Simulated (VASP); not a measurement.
# CdO (Fm-3m) in VASP: further runs

CdO is run at these levels: LDA; tasks: single point.

All numbers are computed with VASP 6.6.1; they aren't measurements. Logs are shortened: lines on timing, memory, paths and dates and some standing lists are left out, and cuts for length are marked.

## (1) The cell of the first run

Symmetry: Fm-3m, No. 225, cubic system. The conventional cell has a = 4.634 Å, b = 4.634 Å, c = 4.634 Å, α = 90.00°, β = 90.00°, γ = 90.00°. Cd (site symmetry m-3m) has 6 O at 2.32 Å within 3.1 Å. O (site symmetry m-3m) has 6 Cd at 2.32 Å within 3.1 Å.

## (2) Single point, LDA

Contents of INCAR:

```
  PREC = Accurate
  ENCUT = 700
  EDIFF = 1E-6
  ISMEAR = 0
  SIGMA = 0.1
  LREAL = F
  LASPH = T
  NELM = 120
  ALGO = Normal
  ISIF = 2
  LWAVE = F
  LCHARG = T
  GGA = CA
  LELF = T
  LVHAR = T
  NBANDS = 20
  GGA_COMPAT = F
```

Contents of KPOINTS:

```
regular mesh
0
Gamma
  16 16 16
```

Contents of POSCAR:

```
CdO
1.0
    0.0000000000      2.3171316566      2.3171316566
    2.3171316566      0.0000000000      2.3171316566
    2.3171316566      2.3171316566      0.0000000000
Cd O
1 1
Direct
    0.0000000000      0.0000000000      0.0000000000
    0.5000000000      0.5000000000      0.5000000000
```

Potentials or basis: VASP PAW LDA potentials, release 64 (Cd_sv_GW, O).

On the command line:

```sh
$ cat potpaw_LDA.64/Cd_sv_GW/POTCAR potpaw_LDA.64/O/POTCAR > POTCAR
$ mpirun -np 1 vasp_std > vasp.out
```

OUTCAR:

```text
PREC = Accurate
   ENCUT = 700
   EDIFF = 1E-6
   ISMEAR = 0
   LREAL = F
   LASPH = T
   NELM = 120
   ISIF = 2
   GGA = CA

 ion  position               nearest neighbor table
   1  0.000  0.000  0.000-   2 2.32   2 2.32   2 2.32   2 2.32   2 2.32   2 2.32
   2  0.500  0.500  0.500-   1 2.32   1 2.32   1 2.32   1 2.32   1 2.32   1 2.32

  LATTYP: Found a face centered cubic cell.
 ALAT       =     4.6342633132

  Lattice vectors:

 A1 = (   0.0000000000,   2.3171316566,   2.3171316566)
 A2 = (   2.3171316566,   0.0000000000,   2.3171316566)
 A3 = (   2.3171316566,   2.3171316566,   0.0000000000)

Analysis of symmetry for initial positions (statically):
=====================================================================
 Subroutine PRICEL returns:
 Original cell was already a primitive cell.

 Routine SETGRP: Setting up the symmetry group for a
 face centered cubic supercell.

 Subroutine GETGRP returns: Found 48 space group operations
 (whereof 48 operations were pure point group operations)
 out of a pool of 48 trial point group operations.

The static configuration has the point symmetry O_h .

Analysis of symmetry for dynamics (positions and initial velocities):
=====================================================================
 Subroutine PRICEL returns:
 Original cell was already a primitive cell.

 Routine SETGRP: Setting up the symmetry group for a
 face centered cubic supercell.

 Subroutine GETGRP returns: Found 48 space group operations
 (whereof 48 operations were pure point group operations)
 out of a pool of 48 trial point group operations.

The dynamic configuration has the point symmetry O_h .

 Subroutine INISYM returns: Found 48 space group operations
 (whereof 48 operations are pure point group operations),
 and found     1 'primitive' translations

----------------------------------------------------------------------------------------

                                     Primitive cell

  volume of cell :      24.8818

  direct lattice vectors                    reciprocal lattice vectors
     0.000000000  2.317131657  2.317131657    -0.215784027  0.215784027  0.215784027
     2.317131657  0.000000000  2.317131657     0.215784027 -0.215784027  0.215784027
     2.317131657  2.317131657  0.000000000     0.215784027  0.215784027 -0.215784027

  length of vectors
     3.276919015  3.276919015  3.276919015     0.373748898  0.373748898  0.373748898

  position of ions in fractional coordinates (direct lattice)
     0.000000000  0.000000000  0.000000000
     0.500000000  0.500000000  0.500000000

  ion indices of the primitive-cell ions
   primitive index   ion index
                 1           1
                 2           2

----------------------------------------------------------------------------------------

 KPOINTS: regular mesh

Automatic generation of k-mesh.
 Grid dimensions read from file:
 generate k-points for:   16   16   16

 Generating k-lattice:

  Cartesian coordinates                     Fractional coordinates (reciprocal lattice)
    -0.013486502  0.013486502  0.013486502     0.062500000  0.000000000  0.000000000
     0.013486502 -0.013486502  0.013486502     0.000000000  0.062500000  0.000000000
     0.013486502  0.013486502 -0.013486502     0.000000000  0.000000000  0.062500000

  Length of vectors
     0.023359306  0.023359306  0.023359306

  Shift w.r.t. Gamma in fractional coordinates (k-lattice)
     0.000000000  0.000000000  0.000000000

 Subroutine IBZKPT returns following result:
 ===========================================

 Found    145 irreducible k-points:

 Following reciprocal coordinates:
            Coordinates               Weight
  0.000000  0.000000  0.000000      1.000000
  0.062500  0.000000  0.000000      8.000000
  0.125000  0.000000  0.000000      8.000000
  0.187500  0.000000  0.000000      8.000000
  0.250000  0.000000  0.000000      8.000000
  0.312500  0.000000  0.000000      8.000000
[... 16 lines left out ...]
 -0.125000  0.062500  0.000000     24.000000
 -0.062500  0.062500  0.000000     12.000000
 [... further k-points ...]
   k-points           NKPTS =    145   k-points in BZ     NKDIM =    145   number of bands    NBANDS=     20
   number of dos      NEDOS =    301   number of ions     NIONS =      2
   total plane-waves  NPLWV =  21952
   dimension x,y,z NGX =    28 NGY =   28 NGZ =   28
   dimension x,y,z NGXF=    56 NGYF=   56 NGZF=   56
   ions per type =               1   1
   NGX,Y,Z   is equivalent  to a cutoff of  14.21, 14.21, 14.21 a.u.
   NGXF,Y,Z  is equivalent  to a cutoff of  28.41, 28.41, 28.41 a.u.
 SYSTEM =  unknown system
   PREC   = accura    normal or accurate (medium, high low for compatibility)
   ISTART =      0    job   : 0-new  1-cont  2-samecut
   ICHARG =      2    charge: 1-file 2-atom 10-const
   ISPIN  =      1    spin polarized calculation?
   LNONCOLLINEAR =      F non collinear calculations
   LSORBIT =      F    spin-orbit coupling
   LASPH  =      T    aspherical Exc in radial PAW
   ENCUT  =  700.0 eV  51.45 Ry    7.17 a.u.   7.07  7.07  7.07*2*pi/ulx,y,z
   NELM   =    120;   NELMIN=  2; NELMDL= -5     # of ELM steps
   EDIFF  = 0.1E-05   stopping-criterion for ELM
   LREAL  =      F    real-space projection
   EDIFFG = 0.1E-04   stopping-criterion for IOM
   NSW    =      0    number of steps for IOM
   IBRION =     -1    ionic relax: 0-MD 1-quasi-New 2-CG
   NFREE  =      0    steps in history (QN), initial steepest desc. (CG)
   ISIF   =      2    stress and relaxation
   ISYM   =      2    0-nonsym 1-usesym 2-fastsym
   POTIM  = 0.5000    time-step for ionic-motion
   TEBEG  =    0.0;   TEEND  =   0.0 temperature during run
   PSTRESS=    0.0 pullay stress
   NELECT =      26.0000    total number of electrons
   NUPDOWN=      -1.0000    fix difference up-down
   EMIN   =  10.00;   EMAX   =-10.00  energy-range for DOS
   EFERMI =   0.00;   METHOD = LEGACY
   ISMEAR =     0;   SIGMA  =   0.10  broadening in eV -4-tet -1-fermi 0-gaus
   EFERMI_NEDOS =   21; number of points for ismear=-14 and -15
   IALGO  =     38    algorithm
   IMIX   =      4    mixing-type and parameters
     AMIX     =   0.40;   BMIX     =  1.00
     AMIX_MAG =   1.60;   BMIX_MAG =  1.00
  volume/ion in A,a.u.               =      12.44        83.96
  Fermi-wavevector in a.u.,A,eV,Ry     =   1.661264  3.139333 37.549318  2.759797
  Thomas-Fermi vector in A             =   2.748357
   LORBIT       =      0    0 simple, 1 ext, 2 COOP (PROOUT), +10 PAW based schemes
   GGA     = CA    functional components
   LHFCALC =     F    Hartree Fock is set to
   AEXX    =    0.0000 exact exchange contribution
   IVDW    =     0    specifies the selected vdW correction
   LEPSILON=     F    determine dielectric tensor
   LRPA    =     F    only Hartree local field effects (RPA)
 non-spin polarized calculation
 Gauss-broadening in eV      SIGMA  =   0.10
  energy-cutoff  :      700.00
  volume of cell :       24.88
 maximum number of plane-waves:      1059
   NGX = 15   NGY = 15   NGZ = 15

 number of electron      25.9999992 magnetization

 Free energy of the ion-electron system (eV)
  ---------------------------------------------------
  ext. energy  EPLUGINS =         0.00000000
  ---------------------------------------------------
  free energy    TOTEN  =        -9.42238989 eV

  energy without entropy =       -9.42192850  energy(sigma->0) =       -9.42215919

 E-fermi :   5.2697     XC(G=0): -12.6921

 val. band max:        5.1859174935   @ k =   0.5000   0.0000   0.0000
 cond. band min:       5.2764020338   @ k =   0.0625   0.0000   0.0000
 fundamental gap:      0.0904845403
 Fermi energy:         5.2697041558

 k-point     1 :       0.0000    0.0000    0.0000
  band No.  band energies     occupation
      1     -94.6294      2.00000
      2     -56.0339      2.00000
      3     -56.0339      2.00000
      4     -56.0339      2.00000
      5     -12.2633      2.00000
      6      -1.5860      2.00000
[... 12 lines left out ...]
     19      23.6834      0.00000
     20      23.6834      0.00000

 k-point     2 :       0.0625    0.0000    0.0000
  band No.  band energies     occupation
      1     -94.6294      2.00000
      2     -56.0347      2.00000
      3     -56.0340      2.00000
      4     -56.0340      2.00000
      5     -12.2315      2.00000
      6      -1.6050      2.00000
[... 12 lines left out ...]
     19      23.7658      0.00000
     20      23.7658      0.00000

 k-point     3 :       0.1250    0.0000    0.0000
  band No.  band energies     occupation
      1     -94.6292      2.00000
      2     -56.0371      2.00000
      3     -56.0344      2.00000
      4     -56.0344      2.00000
      5     -12.1393      2.00000
      6      -1.6696      2.00000
[... 12 lines left out ...]
     19      23.9923      0.00000
     20      23.9923      0.00000

 k-point     4 :       0.1875    0.0000    0.0000
  band No.  band energies     occupation
      1     -94.6290      2.00000
      2     -56.0405      2.00000
      3     -56.0349      2.00000
      4     -56.0349      2.00000
      5     -11.9973      2.00000
      6      -1.7981      2.00000
[... 12 lines left out ...]
     19      24.3536      0.00000
     20      24.3536      0.00000

 k-point     5 :       0.2500    0.0000    0.0000
  band No.  band energies     occupation
      1     -94.6288      2.00000
      2     -56.0446      2.00000
      3     -56.0355      2.00000
      4     -56.0355      2.00000
      5     -11.8225      2.00000
      6      -2.0028      2.00000
[... 12 lines left out ...]
     19      24.8481      0.00000
     20      24.8481      0.00000
[... 353 lines left out ...]
      6      -2.1002      2.00000
[... 12 lines left out ...]
     19      24.0624      0.00000
     20      25.9538      0.00000

 k-point    22 :      -0.1875    0.0625    0.0000
  band No.  band energies     occupation
      1     -94.6289      2.00000
      2     -56.0420      2.00000
      3     -56.0359      2.00000
      4     -56.0349      2.00000
      5     -11.9220      2.00000
      6      -1.8673      2.00000
[... 12 lines left out ...]
     19      23.4400      0.00000
     20      25.5073      0.00000

 k-point    23 :      -0.1250    0.0625    0.0000
  band No.  band energies     occupation
      1     -94.6291      2.00000
      2     -56.0384      2.00000
      3     -56.0352      2.00000
      4     -56.0344      2.00000
      5     -12.0727      2.00000
      6      -1.7038      2.00000
[... 12 lines left out ...]
     19      22.9116      0.00000
     20      25.0864      0.00000

 k-point    24 :      -0.0625    0.0625    0.0000
  band No.  band energies     occupation
      1     -94.6293      2.00000
      2     -56.0359      2.00000
      3     -56.0346      2.00000
      4     -56.0341      2.00000
      5     -12.1800      2.00000
      6      -1.6306      2.00000
[... 12 lines left out ...]
     19      22.5296      0.00000
     20      24.6289      0.00000

 [... further k-points ...]

------------------------ aborting loop because EDIFF is reached ----------------------------------------

  FORCE on cell =-STRESS in cart. coord.  units (eV):
  Direction    XX          YY          ZZ          XY          YZ          ZX
  --------------------------------------------------------------------------------------
  -------------------------------------------------------------------------------------
  Total        0.0268107      0.0268107      0.0268107     -0.0000000      0.0000000      0.0000000
  in kB        1.7263828      1.7263828      1.7263828     -0.0000000      0.0000000      0.0000000
  external PRESSURE =       1.7263828 kB  Pullay stress =       0.0000000 kB

 VOLUME and BASIS-vectors are now :
 -----------------------------------------------------------------------------
  energy-cutoff  :      700.00
  volume of cell :       24.88
      direct lattice vectors                 reciprocal lattice vectors
     0.000000000  2.317131657  2.317131657    -0.215784027  0.215784027  0.215784027
     2.317131657  0.000000000  2.317131657     0.215784027 -0.215784027  0.215784027
     2.317131657  2.317131657  0.000000000     0.215784027  0.215784027 -0.215784027

 POSITION                                       TOTAL-FORCE (eV/Angst)
 -----------------------------------------------------------------------------------
      0.00000      0.00000      0.00000         0.000000      0.000000      0.000000
      2.31713      2.31713      2.31713        -0.000000     -0.000000     -0.000000
 -----------------------------------------------------------------------------------
    total drift:                                0.000000      0.000000      0.000000

  FREE ENERGIE OF THE ION-ELECTRON SYSTEM (eV)
  ---------------------------------------------------
  free  energy   TOTEN  =        -9.4223898871 eV

  energy  without entropy=       -9.4219284996  energy(sigma->0) =       -9.42215919
```

Wall time 57 s (1 thread of Intel Xeon Platinum 8488C (Sapphire Rapids), shared host); peak memory 0.25 GiB.

Results:

```
Free energy            : -9.4224 eV
Pressure               : 0.2 GPa
Band gap on the k mesh : zero (bands 13 and 14 overlap by 0.41 eV)
```

Levels at points of the mesh, in eV from the Fermi level:
| k point | band 10 | band 11 | band 12 | band 13 | band 14 | band 15 | band 16 | band 17 |
| --- | --- | --- | --- | --- | --- | --- | --- | --- |
| (0.00, 0.00, 0.00) | -6.53 | -1.67 | -1.67 | -1.67 | -0.50 | 14.25 | 17.08 | 17.08 |
| (0.50, 0.00, 0.00) | -6.23 | -4.03 | -0.08 | -0.08 | 4.20 | 7.37 | 11.73 | 11.73 |
| (0.50, 0.50, 0.00) | -5.67 | -4.82 | -2.69 | -2.69 | 3.76 | 8.43 | 11.18 | 13.32 |

Caveat: semilocal functionals underestimate gaps, and a narrow one can read as zero.

[end of part 1 of 2]

The gap in the log of VASP goes by the Fermi energy; the results here count the filled bands.